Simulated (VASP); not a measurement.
# ReHg3Ru (Pm-3m) in VASP: single point with PBE

Aim: the single point of ReHg3Ru with PBE.

Program: VASP 6.6.1. These are calculated values, not measurements. Logs are shortened: lines on timing, memory, paths and dates and some standing lists are left out, and cuts for length are marked.

### 1 The cell of the first run

The structure is cubic, space group Pm-3m (No. 221). Conventional cell: a = 4.484 Å, b = 4.484 Å, c = 4.484 Å, α = 90.00°, β = 90.00°, γ = 90.00°. Re (site symmetry m-3m) has 6 Hg at 2.24 Å within 3.0 Å. Hg (site symmetry 4/mmm) has 2 Re at 2.24 Å within 3.0 Å. Ru (site symmetry m-3m) has 12 Hg at 3.17 Å and 8 Re at 3.88 Å within 4.2 Å.

### 2 Single point, PBE

Contents of INCAR:

```
  PREC = Accurate
  ENCUT = 520
  EDIFF = 1E-6
  ISMEAR = 0
  SIGMA = 0.1
  LREAL = False
  LASPH = True
  NELM = 100
  ALGO = Normal
  ISIF = 2
  LWAVE = False
  LCHARG = False
  GGA = PE
  NBANDS = 36
```

Contents of KPOINTS:

```
Automatic mesh
0
Gamma
  4 4 4
```

Contents of POSCAR:

```
ReHg3Ru
1.0
    4.4840019300      0.0000000000      0.0000000000
    0.0000000000      4.4840019300      0.0000000000
    0.0000000000      0.0000000000      4.4840019300
Re Hg Ru
1 3 1
Direct
    0.5000000000      0.5000000000      0.5000000000
    0.0000000000      0.5000000000      0.5000000000
    0.5000000000      0.0000000000      0.5000000000
    0.5000000000      0.5000000000      0.0000000000
    0.0000000000      0.0000000000      0.0000000000
```

Potentials or basis: VASP PAW PBE potentials, release 64 (Re, Hg, Ru_pv).

Run with:

```bash
$ cat potpaw_PBE.64/Re/POTCAR potpaw_PBE.64/Hg/POTCAR potpaw_PBE.64/Ru_pv/POTCAR > POTCAR
$ mpirun -np 1 vasp_std > vasp.out
```

OUTCAR:

```text
PREC = Accurate
   ENCUT = 520
   EDIFF = 1E-6
   ISMEAR = 0
   LREAL = False
   LASPH = True
   NELM = 100
   ISIF = 2
   GGA = PE

 ion  position               nearest neighbor table
   1  0.500  0.500  0.500-   2 2.24   3 2.24   4 2.24   4 2.24   3 2.24   2 2.24
   2  0.000  0.500  0.500-   1 2.24   1 2.24   4 3.17   5 3.17   4 3.17   5 3.17   3 3.17   5 3.17
                             5 3.17   3 3.17   3 3.17   4 3.17   4 3.17   3 3.17
   3  0.500  0.000  0.500-   1 2.24   1 2.24   4 3.17   5 3.17   4 3.17   5 3.17   2 3.17   2 3.17
                             4 3.17   4 3.17   2 3.17   5 3.17   5 3.17   2 3.17
   4  0.500  0.500  0.000-   1 2.24   1 2.24   3 3.17   5 3.17   2 3.17   2 3.17   3 3.17   3 3.17
                             5 3.17   3 3.17   2 3.17   5 3.17   2 3.17   5 3.17
   5  0.000  0.000  0.000-   2 3.17   3 3.17   4 3.17   2 3.17   3 3.17   2 3.17   4 3.17   2 3.17
                             3 3.17   4 3.17   3 3.17   4 3.17

  LATTYP: Found a simple cubic cell.
 ALAT       =     4.4840019300

  Lattice vectors:

 A1 = (   4.4840019300,   0.0000000000,   0.0000000000)
 A2 = (   0.0000000000,   4.4840019300,   0.0000000000)
 A3 = (   0.0000000000,   0.0000000000,   4.4840019300)

Analysis of symmetry for initial positions (statically):
=====================================================================
 Subroutine PRICEL returns:
 Original cell was already a primitive cell.

 Routine SETGRP: Setting up the symmetry group for a
 simple cubic supercell.

 Subroutine GETGRP returns: Found 48 space group operations
[... 9 lines left out ...]

 Routine SETGRP: Setting up the symmetry group for a
 simple cubic supercell.

 Subroutine GETGRP returns: Found 48 space group operations
[... 11 lines left out ...]
                                     Primitive cell

  volume of cell :      90.1566

  direct lattice vectors                    reciprocal lattice vectors
     4.484001930  0.000000000  0.000000000     0.223015069  0.000000000  0.000000000
     0.000000000  4.484001930  0.000000000     0.000000000  0.223015069  0.000000000
     0.000000000  0.000000000  4.484001930     0.000000000  0.000000000  0.223015069

  length of vectors
     4.484001930  4.484001930  4.484001930     0.223015069  0.223015069  0.223015069

  position of ions in fractional coordinates (direct lattice)
     0.500000000  0.500000000  0.500000000
     0.000000000  0.500000000  0.500000000
     0.500000000  0.000000000  0.500000000
     0.500000000  0.500000000  0.000000000
     0.000000000  0.000000000  0.000000000

  ion indices of the primitive-cell ions
   primitive index   ion index
                 1           1
                 2           2
                 3           3
                 4           4
                 5           5

----------------------------------------------------------------------------------------

 KPOINTS: Automatic mesh

Automatic generation of k-mesh.
 Grid dimensions read from file:
 generate k-points for:    4    4    4

 Generating k-lattice:

  Cartesian coordinates                     Fractional coordinates (reciprocal lattice)
     0.055753767  0.000000000  0.000000000     0.250000000  0.000000000  0.000000000
     0.000000000  0.055753767  0.000000000     0.000000000  0.250000000  0.000000000
     0.000000000  0.000000000  0.055753767     0.000000000  0.000000000  0.250000000

  Length of vectors
     0.055753767  0.055753767  0.055753767

  Shift w.r.t. Gamma in fractional coordinates (k-lattice)
     0.000000000  0.000000000  0.000000000

 Subroutine IBZKPT returns following result:
 ===========================================

 Found     10 irreducible k-points:

 Following reciprocal coordinates:
            Coordinates               Weight
  0.000000  0.000000  0.000000      1.000000
  0.250000  0.000000  0.000000      6.000000
  0.500000  0.000000  0.000000      3.000000
  0.250000  0.250000  0.000000     12.000000
  0.500000  0.250000  0.000000     12.000000
  0.500000  0.500000  0.000000      3.000000
  0.250000  0.250000  0.250000      8.000000
  0.500000  0.250000  0.250000     12.000000
  0.500000  0.500000  0.250000      6.000000
  0.500000  0.500000  0.500000      1.000000
   k-points           NKPTS =     10   k-points in BZ     NKDIM =     10   number of bands    NBANDS=     36
   number of dos      NEDOS =    301   number of ions     NIONS =      5
   total plane-waves  NPLWV =  46656
   dimension x,y,z NGX =    36 NGY =   36 NGZ =   36
   dimension x,y,z NGXF=    72 NGYF=   72 NGZF=   72
   ions per type =               1   3   1
   NGX,Y,Z   is equivalent  to a cutoff of  13.35, 13.35, 13.35 a.u.
   NGXF,Y,Z  is equivalent  to a cutoff of  26.69, 26.69, 26.69 a.u.
 SYSTEM =  unknown system
   PREC   = accura    normal or accurate (medium, high low for compatibility)
   ISTART =      0    job   : 0-new  1-cont  2-samecut
   ICHARG =      2    charge: 1-file 2-atom 10-const
   ISPIN  =      1    spin polarized calculation?
   LNONCOLLINEAR =      F non collinear calculations
   LSORBIT =      F    spin-orbit coupling
   LASPH  =      T    aspherical Exc in radial PAW
   ENCUT  =  520.0 eV  38.22 Ry    6.18 a.u.   8.34  8.34  8.34*2*pi/ulx,y,z
   NELM   =    100;   NELMIN=  2; NELMDL= -5     # of ELM steps
   EDIFF  = 0.1E-05   stopping-criterion for ELM
   LREAL  =      F    real-space projection
[... 7 lines left out ...]
   TEBEG  =    0.0;   TEEND  =   0.0 temperature during run
   PSTRESS=    0.0 pullay stress
   NELECT =      57.0000    total number of electrons
   NUPDOWN=      -1.0000    fix difference up-down
   EMIN   =  10.00;   EMAX   =-10.00  energy-range for DOS
   EFERMI =   0.00;   METHOD = LEGACY
   ISMEAR =     0;   SIGMA  =   0.10  broadening in eV -4-tet -1-fermi 0-gaus
   EFERMI_NEDOS =   21; number of points for ismear=-14 and -15
   IALGO  =     38    algorithm
   IMIX   =      4    mixing-type and parameters
     AMIX     =   0.40;   BMIX     =  1.00
     AMIX_MAG =   1.60;   BMIX_MAG =  1.00
  volume/ion in A,a.u.               =      18.03       121.68
  Fermi-wavevector in a.u.,A,eV,Ry     =   1.405079  2.655214 26.861251  1.974246
  Thomas-Fermi vector in A             =   2.527576
   LORBIT       =      0    0 simple, 1 ext, 2 COOP (PROOUT), +10 PAW based schemes
   GGA     = PE    functional components
   LHFCALC =     F    Hartree Fock is set to
   AEXX    =    0.0000 exact exchange contribution
   IVDW    =     0    specifies the selected vdW correction
   LEPSILON=     F    determine dielectric tensor
   LRPA    =     F    only Hartree local field effects (RPA)
 non-spin polarized calculation
 Gauss-broadening in eV      SIGMA  =   0.10
  energy-cutoff  :      520.00
  volume of cell :       90.16
 maximum number of plane-waves:      2469
 NGX is ok and might be reduce to    36
   NGX = 17   NGY = 17   NGZ = 17

 number of electron      56.9999984 magnetization

 Free energy of the ion-electron system (eV)
  ---------------------------------------------------
  ext. energy  EPLUGINS =         0.00000000
  ---------------------------------------------------
  free energy    TOTEN  =        -5.08914162 eV

  energy without entropy =       -5.02618494  energy(sigma->0) =       -5.05766328

 E-fermi :   5.8851     XC(G=0): -12.1793

 val. band max:        5.8440406286   @ k =   0.5000   0.2500   0.0000
 cond. band min:       5.9067730003   @ k =   0.5000   0.5000   0.2500
 fundamental gap:      0.0627323717
 Fermi energy:         5.8851004727

 k-point     1 :       0.0000    0.0000    0.0000
  band No.  band energies     occupation
      1     -35.6690      2.00000
      2     -35.6690      2.00000
      3     -35.6690      2.00000
      4      -5.6025      2.00000
      5      -5.0494      2.00000
      6      -5.0494      2.00000
[... 28 lines left out ...]
     35      12.0711      0.00000
     36      12.0711      0.00000

 k-point     2 :       0.2500    0.0000    0.0000
  band No.  band energies     occupation
      1     -35.6697      2.00000
      2     -35.6690      2.00000
      3     -35.6690      2.00000
      4      -5.3841      2.00000
      5      -5.0346      2.00000
      6      -4.5617      2.00000
[... 28 lines left out ...]
     35      12.1163      0.00000
     36      12.1163      0.00000

 k-point     3 :       0.5000    0.0000    0.0000
  band No.  band energies     occupation
      1     -35.6705      2.00000
      2     -35.6691      2.00000
      3     -35.6691      2.00000
      4      -5.2952      2.00000
      5      -5.0201      2.00000
      6      -4.5209      2.00000
[... 28 lines left out ...]
     35      10.8815      0.00000
     36      11.9615      0.00000

 k-point     4 :       0.2500    0.2500    0.0000
  band No.  band energies     occupation
      1     -35.6698      2.00000
      2     -35.6696      2.00000
      3     -35.6691      2.00000
      4      -5.1885      2.00000
      5      -4.1881      2.00000
      6      -4.1801      2.00000
[... 28 lines left out ...]
     35      11.7429      0.00000
     36      13.1522      0.00000

 k-point     5 :       0.5000    0.2500    0.0000
  band No.  band energies     occupation
      1     -35.6703      2.00000
      2     -35.6696      2.00000
      3     -35.6691      2.00000
      4      -5.1380      2.00000
      5      -4.1202      2.00000
      6      -4.0369      2.00000
[... 28 lines left out ...]
     35      11.7048      0.00000
     36      11.9205      0.00000

 k-point     6 :       0.5000    0.5000    0.0000
  band No.  band energies     occupation
      1     -35.6702      2.00000
      2     -35.6702      2.00000
      3     -35.6691      2.00000
      4      -5.1013      2.00000
      5      -3.4060      2.00000
      6      -3.4060      2.00000
[... 28 lines left out ...]
     35      10.9438      0.00000
     36      13.3287      0.00000

 k-point     7 :       0.2500    0.2500    0.2500
  band No.  band energies     occupation
      1     -35.6698      2.00000
      2     -35.6696      2.00000
      3     -35.6696      2.00000
      4      -4.3016      2.00000
      5      -3.9939      2.00000
      6      -3.9939      2.00000
[... 28 lines left out ...]
     35       9.9610      0.00000
     36      13.8983      0.00000

 k-point     8 :       0.5000    0.2500    0.2500
  band No.  band energies     occupation
      1     -35.6702      2.00000
      2     -35.6696      2.00000
      3     -35.6695      2.00000
      4      -4.1610      2.00000
      5      -3.9641      2.00000
      6      -3.6998      2.00000
[... 28 lines left out ...]
     35      10.8075      0.00000
     36      12.0599      0.00000

 k-point     9 :       0.5000    0.5000    0.2500
  band No.  band energies     occupation
      1     -35.6701      2.00000
      2     -35.6701      2.00000
      3     -35.6695      2.00000
      4      -4.0303      2.00000
      5      -3.3256      2.00000
      6      -3.3256      2.00000
[... 28 lines left out ...]
     35       9.0967      0.00000
     36      10.4554      0.00000

 k-point    10 :       0.5000    0.5000    0.5000
  band No.  band energies     occupation
      1     -35.6700      2.00000
      2     -35.6700      2.00000
      3     -35.6700      2.00000
      4      -3.2852      2.00000
      5      -3.2852      2.00000
      6      -3.2852      2.00000
[... 28 lines left out ...]
     35       7.5323      0.00000
     36       8.4936      0.00000

------------------------ aborting loop because EDIFF is reached ----------------------------------------

  FORCE on cell =-STRESS in cart. coord.  units (eV):
  Direction    XX          YY          ZZ          XY          YZ          ZX
  --------------------------------------------------------------------------------------
  -------------------------------------------------------------------------------------
  Total       42.2139223     42.2139223     42.2139223      0.0000000      0.0000000      0.0000000
  in kB      750.1859334    750.1859334    750.1859334      0.0000000      0.0000000      0.0000000
  external PRESSURE =     750.1859334 kB  Pullay stress =       0.0000000 kB

 VOLUME and BASIS-vectors are now :
 -----------------------------------------------------------------------------
  energy-cutoff  :      520.00
  volume of cell :       90.16
      direct lattice vectors                 reciprocal lattice vectors
     4.484001930  0.000000000  0.000000000     0.223015069  0.000000000  0.000000000
     0.000000000  4.484001930  0.000000000     0.000000000  0.223015069  0.000000000
     0.000000000  0.000000000  4.484001930     0.000000000  0.000000000  0.223015069

 POSITION                                       TOTAL-FORCE (eV/Angst)
 -----------------------------------------------------------------------------------
      2.24200      2.24200      2.24200         0.000000      0.000000      0.000000
      0.00000      2.24200      2.24200         0.000000      0.000000      0.000000
      2.24200      0.00000      2.24200         0.000000      0.000000      0.000000
      2.24200      2.24200      0.00000         0.000000      0.000000      0.000000
      0.00000      0.00000      0.00000         0.000000      0.000000      0.000000
 -----------------------------------------------------------------------------------
    total drift:                                0.000000      0.000000      0.000000

  FREE ENERGIE OF THE ION-ELECTRON SYSTEM (eV)
  ---------------------------------------------------
  free  energy   TOTEN  =        -5.0891416238 eV

  energy  without entropy=       -5.0261849440  energy(sigma->0) =       -5.05766328
```

Run time: 25 s. Hardware: 1 thread of AMD EPYC 9R45 (Zen 5), shared host; peak memory 0.19 GiB.

Results:

- Free energy: -5.0891 eV
- Pressure: 75.0 GPa

Caveat: spin-orbit coupling is left out, which moves the levels of the heavy elements.
